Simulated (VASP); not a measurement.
AlN:

```
Al N
1.0
     3.09211    0.00000    0.00000
    -1.54605    2.67784    0.00000
     0.00000    0.00000    4.94757
Al N
2 2
Direct
  0.66667 0.33333 0.50000
  0.33333 0.66667 0.00000
  0.66667 0.33333 0.88000
  0.33333 0.66667 0.38000
```

This cell differs from its parent crystal: volume scaled by 0.98.

Base run:

```yaml
Program: VASP 6.6.1
Functional: PBEsol
Potentials_or_basis: VASP PAW PBE potentials, release 64 (Al, N)
Cutoff: 520 eV
k_mesh: 10 × 10 × 6
Occupations: fermi-dirac, width 0.05 eV
Spin: no spin polarisation
```

Its results: band gap on the k mesh 4.33 eV, direct; pressure 4.5 GPa; largest force 0.148 eV/Å.

Question: The run is repeated on the same cell with these changes: functional from PBEsol to PBE exchange alone. What comes out?

Answer: Band gap on the k mesh 4.72 eV, direct; pressure 22.9 GPa; largest force 0.140 eV/Å.

Caveats: the PAW data sets were made with another functional, which shifts forces and pressure a little (some runs).

A k mesh can miss the band edges.
